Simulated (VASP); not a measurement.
Runs of VASP 6.6.1 on MgS. The structure is that of space group I4/mmm (No. 139), or close to it. The cells are those of the table. 

```tsv
cell	gap on the mesh (eV)	pressure (GPa)
a = 3.588, b = 3.588, c = 3.679 Å, angles 59.2, 59.2, 61.7°, 2 atoms	(a)	(c)
a = 3.680, b = 3.680, c = 3.771 Å, angles 59.2, 59.2, 61.6°, 2 atoms	2.30	-5.0
a = 3.772, b = 3.772, c = 3.863 Å, angles 59.2, 59.2, 61.6°, 2 atoms	2.16	-9.0
a = 3.728, b = 3.728, c = 3.587 Å, angles 61.2, 61.2, 57.5°, 2 atoms	2.30	-2.9
a = 3.684, b = 3.684, c = 3.495 Å, angles 61.7, 61.7, 56.6°, 2 atoms	(b)	2.1
```

Alike in all rows: task single point; level LDA; potentials or basis VASP PAW LDA potentials, release 64 (Mg, S); no spin polarisation; k mesh 8 × 8 × 8; cutoff (eV) 520; smearing gaussian 0.05 eV.

Q: Fill in the values left out.

A: (a) 2.43; (b) 2.36; (c) 0.6.

A k mesh can miss the band edges.
